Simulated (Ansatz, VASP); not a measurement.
One calculation of AgCl, two programs

```
CELL_PARAMETERS angstrom
0.00000 2.79152 2.79152
2.79152 0.00000 2.79152
2.79152 2.79152 0.00000
ATOMIC_POSITIONS crystal
Ag 0.50000 0.50000 0.50000
Cl 0.00000 0.00000 0.00000
```

Change from the starting cell: volume scaled by 1.02, PAW files.

Alike in both runs: task electric field gradients; functional PBE; k mesh 9 × 9 × 9; occupations fermi-dirac, width 0.01 eV; no spin polarisation.

|  | VASP | Ansatz |
| --- | --- | --- |
| version | VASP 6.6.1 | Ansatz 0.2.0 |
| potentials or method | VASP PAW PBE potentials, release 64 (Ag, Cl) | PAW with Ansatz's default frozen-core files, scalar-relativistic |
| plane-wave cutoff (eV) | 520 | 420 |
| valence electrons in the cell | 18 | 26 |

```tsv
	VASP	Ansatz	Ansatz less VASP
gap on the k mesh at the Fermi level (eV)	0.96	0.96	+0.002
pressure (GPa)	0.5	0.7	+0.13
```

With one functional, cell and mesh, what is left measures potentials, basis and numerics. VASP's potentials hold 18 valence electrons a cell and Ansatz's 26, so a difference there can come from the potentials and not from the codes.
